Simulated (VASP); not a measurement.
A run of VASP 6.6.1:

File INCAR:

```
ALGO = Normal
EDIFF = 1E-6
ENCUT = 520
GGA = PE
ISIF = 2
ISMEAR = -1
LASPH = T
LCHARG = F
LREAL = F
LWAVE = F
NBANDS = 14
NELM = 80
PREC = Accurate
SIGMA = 0.02
```

The input KPOINTS:

```
k-points
0
Gamma
  16 16 9
```

The input POSCAR:

```
Br
1.0
    2.8097261905      0.0000000000      0.0000000000
   -1.4048630953      2.4332942587      0.0000000000
    0.0000000000      0.0000000000      5.8728155982
Br
2
Direct
    0.3333333333      0.6666666667      0.2500000000
    0.6666666667      0.3333333333      0.7500000000
```

Potentials or basis: VASP PAW PBE potentials, release 64 (Br).

The run is started by

```bash
$ cat potpaw_PBE.64/Br/POTCAR > POTCAR
$ mpirun -np 1 vasp_std > vasp.out
```

Hardware: 1 thread of Intel(R) Xeon(R) 6975P-C (Granite Rapids), with other jobs on the host.

Problem. How long does it take, and how much memory?

Solution. It took 22 s on 1 thread of Intel(R) Xeon(R) 6975P-C (Granite Rapids) (shared host), peak memory 0.21 GiB. Counts: scf iterations 11, k points 150.
